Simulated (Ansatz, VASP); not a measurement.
## One calculation of Al, two programs

The input INCAR:

```
SYSTEM = Al
  ALGO = Normal
  EDIFF = 1E-7
  EDIFFG = -0.002
  ENCUT = 500
  GGA = PE
  GGA_COMPAT = .FALSE.
  IBRION = 2
  ISIF = 3
  ISMEAR = 0
  LASPH = .TRUE.
  LCHARG = .FALSE.
  LREAL = .FALSE.
  LWAVE = .FALSE.
  NELM = 120
  NELMIN = 4
  NSW = 100
  PREC = Accurate
  SIGMA = 0.1
```

File KPOINTS:

```
k-points
0
G
  18 18 18
  0 0 0
```

File POSCAR:

```
Al
1.0
    0.0000000000      2.0100000000      2.0100000000
    2.0100000000      0.0000000000      2.0100000000
    2.0100000000      2.0100000000      0.0000000000
Al
1
Direct
    0.0000000000      0.0000000000      0.0000000000
```

Input for Ansatz:

```yaml
crystal:
  lattice:
    - [0.0, 2.01, 2.01]
    - [2.01, 0.0, 2.01]
    - [2.01, 2.01, 0.0]
  atoms:
    - { symbol: Al, position: [0.0, 0.0, 0.0] }
basis:
  ecutwfc: 420
kpoints:
  mp_grid: { grid: [18, 18, 18] }
hamiltonian:
  xc: pbe
  pseudopotentials: { kind: paw, azcp: { folder: soft_1 } }
scf:
  occupations: { method: gaussian, width: 0.1 }
output:
  forces: true
  stress: true
  eigenvalues: true
relax:
  adjacent_minimum: "off"
  f_tol: 0.002
  max_steps: 80
  cell: { stress_tol: 0.02 }
```

Alike in both runs: task relaxation of cell and atoms; functional PBE; k mesh 18 × 18 × 18; occupations gaussian, width 0.1 eV; no spin polarisation.

|  | VASP | Ansatz |
| --- | --- | --- |
| version | VASP 6.6.1 | Ansatz 0.2.0 |
| potentials or method | VASP PAW PBE potentials, release 64 (Al), cutoff 500 eV | scalar-relativistic, plane waves, PAW |
| valence electrons in the cell | 3 | 3 |

|  | VASP | Ansatz | Ansatz less VASP |
| --- | --- | --- | --- |
| gap on the k mesh at the Fermi level, each at its own relaxed structure (eV) | none | none | - |
| relaxed volume (Å³/atom) | 16.49 | 16.49 | +0.002 |
| relaxed cell length with the largest relative difference (Å) | 2.857 | 2.857 | +0.0001 |

A gap of «none» marks a metal or a gap that the smearing closes.
